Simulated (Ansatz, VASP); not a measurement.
**Two plane-wave programs on NbSi**

POSCAR

```
NbSi
1.0
    3.1564400000      0.0000000000      0.0000000000
    0.0000000000      3.1564400000      0.0000000000
    0.0000000000      0.0000000000      3.1564400000
Nb Si
1 1
Direct
    0.0000000000      0.0000000000      0.0000000000
    0.5000000000      0.5000000000      0.5000000000
```

INCAR.step1

```
SYSTEM = NbSi
  PREC = Accurate
  ENCUT = 600
  EDIFF = 1E-5
  ISMEAR = -1
  SIGMA = 0.05
  LREAL = .FALSE.
  LASPH = .TRUE.
  NELM = 60
  ALGO = Normal
  LWAVE = .TRUE.
  LCHARG = .FALSE.
  GGA = PE
  NBANDS = 16
```

INCAR.step2

```
SYSTEM = NbSi
  PREC = Accurate
  ENCUT = 600
  EDIFF = 1E-6
  ISMEAR = -1
  SIGMA = 0.05
  LREAL = .FALSE.
  LASPH = .TRUE.
  NELM = 60
  ALGO = Normal
  ISIF = 3
  LWAVE = .FALSE.
  LCHARG = .FALSE.
  GGA = PS
  LHFCALC = .TRUE.
  AEXX = 0.25
  PRECFOCK = Normal
  IBRION = 2
  NSW = 60
  EDIFFG = -0.01
  ISTART = 1
```

File KPOINTS:

```
regular mesh
0
G
  4 4 4
  0 0 0
```

File input:

```
crystal:
  lattice:
    - [3.15644, 0.0, 0.0]
    - [0.0, 3.15644, 0.0]
    - [0.0, 0.0, 3.15644]
  atoms:
    - { symbol: Nb, position: [0.0, 0.0, 0.0] }
    - { symbol: Si, position: [0.5, 0.5, 0.5] }
hamiltonian:
  xc: { exchange: pbesol, correlation: pbesol, exx: { coeff: 0.25 } }
  pseudopotentials: { kind: paw }
kpoints:
  mp_grid: { grid: [4, 4, 4] }
scf:
  occupations: { method: fermi_dirac, width: 0.05 }
output:
  forces: true
  stress: true
  eigenvalues: true
relax:
  f_tol: 0.01
  max_steps: 40
  cell: { stress_tol: 0.05 }
```

Alike in both runs: task relaxation of cell and atoms; functional PBEsol-based global hybrid; k mesh 4 × 4 × 4; occupations fermi-dirac, width 0.05 eV; no spin polarisation.

```csv
,VASP,Ansatz
version,VASP 6.6.1,Ansatz 0.2.0
potentials or method,"VASP PAW PBE potentials, release 64 (Nb_sv, Si)",Ansatz PAW
plane-wave cutoff (eV),600,420
valence electrons in the cell,17,17
```

Ansatz gave:

| Property | Result |
| --- | --- |
| gap on the k mesh at the Fermi level, each at its own relaxed structure (eV) | none |
| relaxed volume (Å³/atom) | 15.35 |
| relaxed cell length with the largest relative difference (Å) | 3.131 |

Task: What did VASP give for the same quantities?

Result: gap on the k mesh at the Fermi level, each at its own relaxed structure (eV): none; relaxed volume (Å³/atom): 15.31; relaxed cell length with the largest relative difference (Å): 3.128.

VASP's potentials were made for PBE, not for PBEsol-based global hybrid. A gap of «none» marks a metal or a gap that the smearing closes.

The k mesh is coarse, so the values compare programs but aren't converged. Noted on Ansatz's run: the plane-wave basis is chosen anew once the cell has moved, so the energies of steps on either side of that aren't comparable.
